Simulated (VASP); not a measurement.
# Na (Im-3m) in VASP: settings compared

The runs below take Na through single point, relaxation of cell and atoms, with PBEsol, PBEsol+D4.

All numbers are computed with VASP 6.6.1; they aren't measurements. Logs are shortened: lines on timing, memory, paths and dates and some standing lists are left out, and cuts for length are marked.

### 1 The cell of the first run

Symmetry: Im-3m, No. 229, cubic system. The conventional cell has a = 4.170 Å, b = 4.170 Å, c = 4.170 Å, α = 90.00°, β = 90.00°, γ = 90.00°. Na (site symmetry m-3m) has 14 Na at 3.61 to 4.17 Å within 4.7 Å.

### 2 Single point, PBEsol

The input, INCAR:

```
  PREC = Accurate
  ENCUT = 520
  EDIFF = 1E-6
  ISMEAR = -1
  SIGMA = 0.05
  LREAL = F
  LASPH = T
  NELM = 60
  ALGO = Normal
  ISIF = 2
  LWAVE = F
  LCHARG = F
  GGA = PS
  NBANDS = 10
```

The input, KPOINTS:

```
regular mesh
0
Gamma
  13 13 13
```

The input, POSCAR:

```
Na
1.0
   -2.0847918675      2.0847918675      2.0847918675
    2.0847918675     -2.0847918675      2.0847918675
    2.0847918675      2.0847918675     -2.0847918675
Na
1
Direct
    0.0000000000      0.0000000000      0.0000000000
```

Potentials or basis: VASP PAW PBE potentials, release 64 (Na_pv).

Launch:

```
cat potpaw_PBE.64/Na_pv/POTCAR > POTCAR
mpirun -np 1 vasp_std > vasp.out
```

OUTCAR:

```text
PREC = Accurate
   ENCUT = 520
   EDIFF = 1E-6
   ISMEAR = -1
   LREAL = F
   LASPH = T
   NELM = 60
   ISIF = 2
   GGA = PS

 ion  position               nearest neighbor table
   1  0.000  0.000  0.000-

  LATTYP: Found a body centered cubic cell.
 ALAT       =     4.1695837350

  Lattice vectors:

 A1 = (  -2.0847918675,   2.0847918675,   2.0847918675)
 A2 = (   2.0847918675,  -2.0847918675,   2.0847918675)
 A3 = (   2.0847918675,   2.0847918675,  -2.0847918675)

Analysis of symmetry for initial positions (statically):
=====================================================================
 Subroutine PRICEL returns:
 Original cell was already a primitive cell.

 Routine SETGRP: Setting up the symmetry group for a
 body centered cubic supercell.

 Subroutine GETGRP returns: Found 48 space group operations
 (whereof 48 operations were pure point group operations)
 out of a pool of 48 trial point group operations.

The static configuration has the point symmetry O_h .

Analysis of symmetry for dynamics (positions and initial velocities):
=====================================================================
 Subroutine PRICEL returns:
 Original cell was already a primitive cell.

 Routine SETGRP: Setting up the symmetry group for a
 body centered cubic supercell.

 Subroutine GETGRP returns: Found 48 space group operations
 (whereof 48 operations were pure point group operations)
 out of a pool of 48 trial point group operations.

The dynamic configuration has the point symmetry O_h .

 Subroutine INISYM returns: Found 48 space group operations
 (whereof 48 operations are pure point group operations),
 and found     1 'primitive' translations

----------------------------------------------------------------------------------------

                                     Primitive cell

  volume of cell :      36.2450

  direct lattice vectors                    reciprocal lattice vectors
    -2.084791867  2.084791867  2.084791867     0.000000000  0.239832094  0.239832094
     2.084791867 -2.084791867  2.084791867     0.239832094  0.000000000  0.239832094
     2.084791867  2.084791867 -2.084791867     0.239832094  0.239832094  0.000000000

  length of vectors
     3.610965438  3.610965438  3.610965438     0.339173801  0.339173801  0.339173801

  position of ions in fractional coordinates (direct lattice)
     0.000000000  0.000000000  0.000000000

  ion indices of the primitive-cell ions
   primitive index   ion index
                 1           1

----------------------------------------------------------------------------------------

 KPOINTS: regular mesh

Automatic generation of k-mesh.
 Grid dimensions read from file:
 generate k-points for:   13   13   13

 Generating k-lattice:

  Cartesian coordinates                     Fractional coordinates (reciprocal lattice)
     0.000000000  0.018448623  0.018448623     0.076923077  0.000000000  0.000000000
     0.018448623  0.000000000  0.018448623     0.000000000  0.076923077  0.000000000
     0.018448623  0.018448623  0.000000000     0.000000000  0.000000000  0.076923077

  Length of vectors
     0.026090292  0.026090292  0.026090292

  Shift w.r.t. Gamma in fractional coordinates (k-lattice)
     0.000000000  0.000000000  0.000000000

 Subroutine IBZKPT returns following result:
 ===========================================

 Found     84 irreducible k-points:

 Following reciprocal coordinates:
            Coordinates               Weight
  0.000000  0.000000  0.000000      1.000000
  0.076923  0.000000  0.000000     12.000000
  0.153846  0.000000  0.000000     12.000000
  0.230769  0.000000  0.000000     12.000000
  0.307692  0.000000  0.000000     12.000000
  0.384615  0.000000  0.000000     12.000000
[... 16 lines left out ...]
  0.153846  0.076923  0.076923     24.000000
  0.230769  0.076923  0.076923     24.000000
 [... further k-points ...]
   k-points           NKPTS =     84   k-points in BZ     NKDIM =     84   number of bands    NBANDS=     10
   number of dos      NEDOS =    301   number of ions     NIONS =      1
   total plane-waves  NPLWV =  21952
   dimension x,y,z NGX =    28 NGY =   28 NGZ =   28
   dimension x,y,z NGXF=    56 NGYF=   56 NGZF=   56
   ions per type =               1
   NGX,Y,Z   is equivalent  to a cutoff of  12.89, 12.89, 12.89 a.u.
   NGXF,Y,Z  is equivalent  to a cutoff of  25.78, 25.78, 25.78 a.u.
 SYSTEM =  unknown system
   PREC   = accura    normal or accurate (medium, high low for compatibility)
   ISTART =      0    job   : 0-new  1-cont  2-samecut
   ICHARG =      2    charge: 1-file 2-atom 10-const
   ISPIN  =      1    spin polarized calculation?
   LNONCOLLINEAR =      F non collinear calculations
   LSORBIT =      F    spin-orbit coupling
   LASPH  =      T    aspherical Exc in radial PAW
   ENCUT  =  520.0 eV  38.22 Ry    6.18 a.u.   6.71  6.71  6.71*2*pi/ulx,y,z
   NELM   =     60;   NELMIN=  2; NELMDL= -5     # of ELM steps
   EDIFF  = 0.1E-05   stopping-criterion for ELM
   LREAL  =      F    real-space projection
   EDIFFG = 0.1E-04   stopping-criterion for IOM
   NSW    =      0    number of steps for IOM
   IBRION =     -1    ionic relax: 0-MD 1-quasi-New 2-CG
   NFREE  =      0    steps in history (QN), initial steepest desc. (CG)
   ISIF   =      2    stress and relaxation
   ISYM   =      2    0-nonsym 1-usesym 2-fastsym
   POTIM  = 0.5000    time-step for ionic-motion
   TEBEG  =    0.0;   TEEND  =   0.0 temperature during run
   PSTRESS=    0.0 pullay stress
   NELECT =       7.0000    total number of electrons
   NUPDOWN=      -1.0000    fix difference up-down
   EMIN   =  10.00;   EMAX   =-10.00  energy-range for DOS
   EFERMI =   0.00;   METHOD = LEGACY
   ISMEAR =    -1;   SIGMA  =   0.05  broadening in eV -4-tet -1-fermi 0-gaus
   EFERMI_NEDOS =   21; number of points for ismear=-14 and -15
   IALGO  =     38    algorithm
   IMIX   =      4    mixing-type and parameters
     AMIX     =   0.40;   BMIX     =  1.00
     AMIX_MAG =   1.60;   BMIX_MAG =  1.00
  volume/ion in A,a.u.               =      36.24       244.59
  Fermi-wavevector in a.u.,A,eV,Ry     =   0.946291  1.788231 12.183569  0.895467
  Thomas-Fermi vector in A             =   2.074275
   LORBIT       =      0    0 simple, 1 ext, 2 COOP (PROOUT), +10 PAW based schemes
   GGA     = PS    functional components
   LHFCALC =     F    Hartree Fock is set to
   AEXX    =    0.0000 exact exchange contribution
   IVDW    =     0    specifies the selected vdW correction
   LEPSILON=     F    determine dielectric tensor
   LRPA    =     F    only Hartree local field effects (RPA)
 non-spin polarized calculation
  energy-cutoff  :      520.00
  volume of cell :       36.24
 maximum number of plane-waves:       989
   NGX = 13   NGY = 13   NGZ = 13

 number of electron       6.9999995 magnetization

 Free energy of the ion-electron system (eV)
  ---------------------------------------------------
  ext. energy  EPLUGINS =         0.00000000
  ---------------------------------------------------
  free energy    TOTEN  =        -1.40049912 eV

  energy without entropy =       -1.39607954  energy(sigma->0) =       -1.39828933

 E-fermi :   0.4006     XC(G=0):  -6.5609

 val. band max:        0.3284855129   @ k =  -0.3077   0.3077   0.3077
 cond. band min:       0.4225414809   @ k =  -0.3846   0.4615   0.0769
 fundamental gap:      0.0940559680
 Fermi energy:         0.4005724011

 k-point     1 :       0.0000    0.0000    0.0000
  band No.  band energies     occupation
      1     -24.3975      2.00000
      2     -24.3975      2.00000
      3     -24.3975      2.00000
      4      -2.9556      2.00000
      5      12.2490      0.00000
      6      12.2491      0.00000
      7      12.2491      0.00000
      8      13.2674      0.00000
      9      13.2674      0.00000
     10      13.8190      0.00000

 k-point     2 :       0.0769    0.0000    0.0000
  band No.  band energies     occupation
      1     -24.3998      2.00000
      2     -24.3982      2.00000
      3     -24.3975      2.00000
      4      -2.8496      2.00000
      5      10.9023      0.00000
      6      11.5923      0.00000
      7      11.8627      0.00000
      8      12.4658      0.00000
      9      12.7215      0.00000
     10      14.2310      0.00000

 k-point     3 :       0.1538    0.0000    0.0000
  band No.  band energies     occupation
      1     -24.4060      2.00000
      2     -24.4003      2.00000
      3     -24.3975      2.00000
      4      -2.5332      2.00000
      5       8.8639      0.00000
      6      10.6700      0.00000
      7      11.2066      0.00000
      8      11.5792      0.00000
      9      12.4030      0.00000
     10      14.3512      0.00000

 k-point     4 :       0.2308    0.0000    0.0000
  band No.  band energies     occupation
      1     -24.4148      2.00000
      2     -24.4033      2.00000
      3     -24.3975      2.00000
      4      -2.0101      2.00000
      5       6.9255      0.00000
      6       9.8874      0.00000
      7      10.6166      0.00000
      8      10.8603      0.00000
      9      11.9449      0.00000
     10      14.7599      0.00000
[... 222 lines left out ...]
 k-point    22 :       0.0769    0.0769    0.0769
  band No.  band energies     occupation
      1     -24.4105      2.00000
      2     -24.3991      2.00000
      3     -24.3991      2.00000
      4      -2.3233      2.00000
      5       8.7826      0.00000
      6       8.7826      0.00000
      7       9.9954      0.00000
      8      13.3755      0.00000
      9      13.3755      0.00000
     10      14.4334      0.00000

 k-point    23 :       0.1538    0.0769    0.0769
  band No.  band energies     occupation
      1     -24.4179      2.00000
      2     -24.4021      2.00000
      3     -24.3992      2.00000
      4      -1.8025      2.00000
      5       7.0223      0.00000
      6       8.0123      0.00000
      7       9.1711      0.00000
      8      13.0782      0.00000
      9      13.4713      0.00000
     10      15.0077      0.00000

 k-point    24 :       0.2308    0.0769    0.0769
  band No.  band energies     occupation
      1     -24.4251      2.00000
      2     -24.4060      2.00000
      3     -24.3994      2.00000
      4      -1.0823      2.00000
      5       5.2909      0.00000
      6       7.4341      0.00000
      7       8.5965      0.00000
      8      12.5632      0.00000
      9      13.2592      0.00000
     10      15.5356      0.00000

 [... further k-points ...]

------------------------ aborting loop because EDIFF is reached ----------------------------------------

  FORCE on cell =-STRESS in cart. coord.  units (eV):
  Direction    XX          YY          ZZ          XY          YZ          ZX
  --------------------------------------------------------------------------------------
  -------------------------------------------------------------------------------------
  Total       -0.0022676     -0.0022676     -0.0022676      0.0000000      0.0000000      0.0000000
  in kB       -0.1002373     -0.1002373     -0.1002373      0.0000000      0.0000000      0.0000000
  external PRESSURE =      -0.1002373 kB  Pullay stress =       0.0000000 kB

 VOLUME and BASIS-vectors are now :
 -----------------------------------------------------------------------------
  energy-cutoff  :      520.00
  volume of cell :       36.24
      direct lattice vectors                 reciprocal lattice vectors
    -2.084791867  2.084791867  2.084791867     0.000000000  0.239832094  0.239832094
     2.084791867 -2.084791867  2.084791867     0.239832094  0.000000000  0.239832094
     2.084791867  2.084791867 -2.084791867     0.239832094  0.239832094  0.000000000

 POSITION                                       TOTAL-FORCE (eV/Angst)
 -----------------------------------------------------------------------------------
      0.00000      0.00000      0.00000         0.000000     -0.000000     -0.000000
 -----------------------------------------------------------------------------------
    total drift:                               -0.000000     -0.000000     -0.000000

  FREE ENERGIE OF THE ION-ELECTRON SYSTEM (eV)
  ---------------------------------------------------
  free  energy   TOTEN  =        -1.4004991202 eV

  energy  without entropy=       -1.3960795402  energy(sigma->0) =       -1.39828933
```

Wall time 10 s (1 thread of Intel Xeon Platinum 8488C (Sapphire Rapids), shared host); peak memory 0.16 GiB.

Results:

```
Free energy : -1.4005 eV
Pressure    : 0.0 GPa
```

Caveat: the PAW data sets were made with another functional, which shifts forces and pressure a little.

### 3 Single point, PBEsol+D4, collinear spin, ferromagnetic start

This run uses another cell than the first one, of 14.50 Å³/atom, 0.400 times its volume.

The input, INCAR:

```
PREC = Accurate
ENCUT = 520
EDIFF = 1E-6
ISMEAR = -1
SIGMA = 0.05
LREAL = F
LASPH = T
NELM = 150
ALGO = Normal
ISIF = 2
LWAVE = F
LCHARG = T
ISPIN = 2
MAGMOM = -1
LORBIT = 11
GGA = PS
IVDW = 13
LELF = T
LVHAR = T
NBANDS = 14
```

KPOINTS is that of step 2.

The input, POSCAR:

```
Na
1.0
   -1.5360877816      1.5360877816      1.5360877816
    1.5360877816     -1.5360877816      1.5360877816
    1.5360877816      1.5360877816     -1.5360877816
Na
1
Direct
    0.0000000000      0.0000000000      0.0000000000
```

Potentials or basis: VASP PAW PBE potentials, release 64 (Na_pv).

Launch:

```
cat potpaw_PBE.64/Na_pv/POTCAR > POTCAR
mpirun -np 1 vasp_std > vasp.out
```

Wall time 16 s (1 thread of Intel Xeon Platinum 8488C (Sapphire Rapids), shared host); peak memory 0.14 GiB.

Results (log left out):

```yaml
Free_energy: -0.1156 eV
Pressure: 40.4 GPa
Net_moment: 0.00 μB per cell
Valence_electrons_inside_the_program's_atomic_spheres: Na 6.26
Dispersion_energy_per_atom: -0.020 eV
```

Levels at points of the mesh, in eV from the Fermi level:
Spin up:
```csv
k point,band 1,band 2,band 3,band 4,band 5,band 6
"(0.00, 0.00, 0.00)",-25.17,-25.17,-25.17,-6.04,18.91,18.91
```
Spin down:
```
           k point  band 1  band 2  band 3  band 4  band 5  band 6  band 7
(0.00, 0.00, 0.00)  -25.17  -25.17  -25.17   -6.04   18.91   18.91   18.91
```

Caveat: the PAW data sets were made with another functional, which shifts forces and pressure a little; pairwise dispersion overbinds metals, which lowers pressure and volume.

### 4 Relaxation of cell and atoms, PBEsol

The input, INCAR:

```
PREC = Accurate ; ENCUT = 600
EDIFF = 1E-7 ; ISMEAR = -1
SIGMA = 0.05 ; LREAL = F
LASPH = T ; NELM = 80
ALGO = Normal ; ISIF = 3
LWAVE = F ; LCHARG = F
GGA = PS ; IBRION = 2
NSW = 60 ; EDIFFG = -0.005
```

The input, KPOINTS:

```
Automatic mesh
0
Gamma
  13 13 13
```

The input, POSCAR:

```
Na
1.0
   -2.0847918675      2.0847918675      2.0847918675
    2.0847918675     -2.0847918675      2.0847918675
    2.0847918675      2.0847918675     -2.0847918675
Na
1
Direct
    0.0000000000      0.0000000000      0.0000000000
```

Launch:

```
cat potpaw_PBE.64/Na_pv/POTCAR > POTCAR
mpirun -np 1 vasp_std > vasp.out
```

Run time: 13 s. Hardware: 1 thread of Intel Xeon Platinum 8488C (Sapphire Rapids), shared host; peak memory 0.16 GiB.

It converged, with:

| Property | Result |
| --- | --- |
| Free energy | -1.4005 eV |
| Pressure after relaxing | 0.0 GPa |

Final structure:
```
Na
1.0
    -2.08479    2.08479    2.08479
     2.08479   -2.08479    2.08479
     2.08479    2.08479   -2.08479
Na
1
Cartesian
  0.0000 0.0000 0.0000
```

Levels at points of the mesh, in eV from the Fermi level:
| k point | band 1 | band 2 | band 3 | band 4 | band 5 | band 6 | band 7 |
| --- | --- | --- | --- | --- | --- | --- | --- |
| (0.00, 0.00, 0.00) | -24.80 | -24.80 | -24.80 | -3.36 | 11.85 | 11.85 | 11.85 |

Caveat: the relaxation stopped at its first step, so nothing moved; the PAW data sets were made with another functional, which shifts forces and pressure a little.

### 5 Overview

| task | level | spin | cell | cutoff (eV) | gap on the mesh (eV) | pressure (GPa) |
| --- | --- | --- | --- | --- | --- | --- |
| single point | PBEsol | off | a = 3.611 Å, angles 109.5°, 1 atom | 520 | none | 0.0 |
| single point | PBEsol+D4 | collinear, ferromagnetic start | a = 2.661 Å, angles 109.5°, 1 atom | 520 | none | 40.4 |
| relaxation of cell and atoms | PBEsol | off | relaxed from a = 3.611 Å, angles 109.5°, 1 atom | 600 | none | 0.0 |

Alike in all rows: potentials or basis VASP PAW PBE potentials, release 64 (Na_pv); k mesh 13 × 13 × 13; smearing fermi-dirac 0.05 eV.

Caveats: the PAW data sets were made with another functional, which shifts forces and pressure a little; pairwise dispersion overbinds metals, which lowers pressure and volume (some runs); the relaxation stopped at its first step, so nothing moved (some runs).

Total energies depend on the potentials used, so only differences within one code and one set of settings carry meaning.
